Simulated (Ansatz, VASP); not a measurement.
Au: VASP beside Ansatz

```
CELL_PARAMETERS angstrom
2.84130 0.00000 0.00000
-1.42065 2.46064 0.00000
0.00000 0.00000 4.78123
ATOMIC_POSITIONS crystal
Au 0.33333 0.66667 0.75000
Au 0.66667 0.33333 0.25000
```

Change from the starting cell: volume scaled by 0.9405, PAW files.

Alike in both runs: task electric field gradients; functional PBE; k mesh 14 × 14 × 8; occupations fermi-dirac, width 0.03 eV; no spin polarisation.

|  | VASP | Ansatz |
| --- | --- | --- |
| version | VASP 6.6.1 | Ansatz 0.2.0 |
| potentials or method | VASP PAW PBE potentials, release 64 (Au_sv_GW) | PAW with Ansatz's default frozen-core files, scalar-relativistic |
| plane-wave cutoff (eV) | 400 | 420 |
| valence electrons in the cell | 38 | 38 |

Ansatz gave:

* size of Vzz on the site where it differs most (V/Å²): 17.4

**Question.** What did VASP give for the same quantities?

**Answer.** Size of Vzz on the site where it differs most (V/Å²): 22.8.

Neither program's run includes spin-orbit coupling.
